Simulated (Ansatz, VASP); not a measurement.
**C in VASP and in Ansatz**

INCAR

```
SYSTEM = C
  PREC = Accurate
  ENCUT = 520
  EDIFF = 1E-7
  ISMEAR = 0
  SIGMA = 0.05
  LREAL = .False.
  LASPH = .True.
  NELM = 60
  ALGO = Normal
  ISIF = 2
  LWAVE = .False.
  LCHARG = .False.
  GGA = PS
  IVDW = 12
  NBANDS = 11
```

The input KPOINTS:

```
regular mesh
0
Gamma
  15 15 15
  0 0 0
```

The input POSCAR:

```
C
1.0
    1.2291305633      0.7096388616      3.2835658809
   -1.2291305633      0.7096388616      3.2835658809
    0.0000000000     -1.4192777231      3.2835658809
C
2
Direct
    0.1569395347      0.1569395347      0.1569395347
    0.8430604653      0.8430604653      0.8430604653
```

Input for Ansatz:

```yaml
crystal:
  lattice:
    - [1.2291305633, 0.7096388616, 3.2835658809]
    - [-1.2291305633, 0.7096388616, 3.2835658809]
    - [0.0, -1.4192777231, 3.2835658809]
  atoms:
    - { symbol: C, position: [0.1569395347, 0.1569395347, 0.1569395347] }
    - { symbol: C, position: [0.8430604653, 0.8430604653, 0.8430604653] }
basis:
  ecutwfc: 520.0
kpoints:
  mp_grid: { grid: [15, 15, 15] }
hamiltonian:
  xc: pbesol
  dispersion: d3bj
scf:
  occupations: { method: gaussian, width: 0.05 }
output:
  forces: true
  stress: true
  eigenvalues: true
```

Change from the starting cell: mode 4 frozen in at -0.095 Å and mode 6 at +0.000 Å (largest displacements).

Alike in both runs: task single point; functional PBEsol; dispersion D3(BJ); k mesh 15 × 15 × 15; occupations gaussian, width 0.05 eV; no spin polarisation.

|  | VASP | Ansatz |
| --- | --- | --- |
| version | VASP 6.6.1 | Ansatz 0.2.0 |
| potentials or method | VASP PAW PBE potentials, release 64 (C), cutoff 520 eV | scalar-relativistic, plane waves, PAW |
| valence electrons in the cell | 8 | 8 |

Ansatz gave:

| Quantity | Value |
| --- | --- |
| gap on the k mesh at the Fermi level (eV) | 0.83 |
| least direct gap on the mesh (eV) | 0.83 |
| pressure (GPa) | -2.5 |
| traceless stress, the component that is largest in VASP (GPa) | -4.35 |
| rms of the force components (eV/Å) | 1.809 |

**Question.** What did VASP give for the same quantities?

**Answer.** gap on the k mesh at the Fermi level (eV): 0.83; least direct gap on the mesh (eV): 0.83; pressure (GPa): -1.8; traceless stress, the component that is largest in VASP (GPa): -5.09; rms of the force components (eV/Å): 1.800.

VASP's potentials were made for PBE, not for PBEsol. Atom by atom the forces differ by 0.009 eV/Å (rms over components).
